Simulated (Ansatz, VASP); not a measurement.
## Two plane-wave programs on Pt

INCAR

```
SYSTEM = Pt
  PREC = Accurate
  ENCUT = 520
  EDIFF = 1E-7
  ISMEAR = 0
  SIGMA = 0.15
  LREAL = .FALSE.
  LASPH = .TRUE.
  NELM = 100
  ALGO = Fast
  ISIF = 2
  LWAVE = .FALSE.
  LCHARG = .FALSE.
  GGA = CA
  NBANDS = 11
```

The input KPOINTS:

```
regular mesh
0
G
  22 22 22
  0 0 0
```

Contents of POSCAR:

```
Pt
1.0
    0.0000000000      2.1307254711      1.6900914437
    2.1307254711      0.0000000000      1.6900914437
    2.1307254711      2.1307254711      0.0000000000
Pt
1
Direct
    0.0000000000      0.0000000000      0.0000000000
```

Input for Ansatz:

```yaml
crystal:
  lattice:
    - [0.0, 2.1307254711, 1.6900914437]
    - [2.1307254711, 0.0, 1.6900914437]
    - [2.1307254711, 2.1307254711, 0.0]
  atoms:
    - { symbol: Pt, position: [0.0, 0.0, 0.0] }
basis:
  ecutwfc: 420
kpoints:
  mp_grid: { grid: [22, 22, 22] }
hamiltonian:
  xc: lda
  pseudopotentials: { kind: paw, azcp: { folder: soft_1 } }
scf:
  occupations: { method: gaussian, width: 0.15 }
output:
  forces: true
  stress: true
  eigenvalues: true
```

Alike in both runs: task single point; functional LDA; k mesh 22 × 22 × 22; occupations gaussian, width 0.15 eV; no spin polarisation.

|  | VASP | Ansatz |
| --- | --- | --- |
| version | VASP 6.6.1 | Ansatz 0.2.0 |
| potentials or method | VASP PAW LDA potentials, release 64 (Pt), cutoff 520 eV | scalar-relativistic, plane waves, PAW |
| valence electrons in the cell | 10 | 18 |

```csv
,VASP,Ansatz,Ansatz less VASP
gap on the k mesh at the Fermi level (eV),none,none,-
pressure (GPa),-7.7,-8.4,-0.70
"traceless stress, the component that is largest in VASP (GPa)",4.62,4.62,+0.002
```

Ansatz warns that its potentials were made for another functional, while VASP's fit it. LDA's correlation is that of Perdew and Zunger in VASP and of Perdew and Wang (1992) in Ansatz. A gap of «none» marks a metal or a gap that the smearing closes. VASP's potentials hold 10 valence electrons a cell and Ansatz's 18, so a difference there can come from the potentials and not from the codes.

Spin-orbit coupling is off throughout.
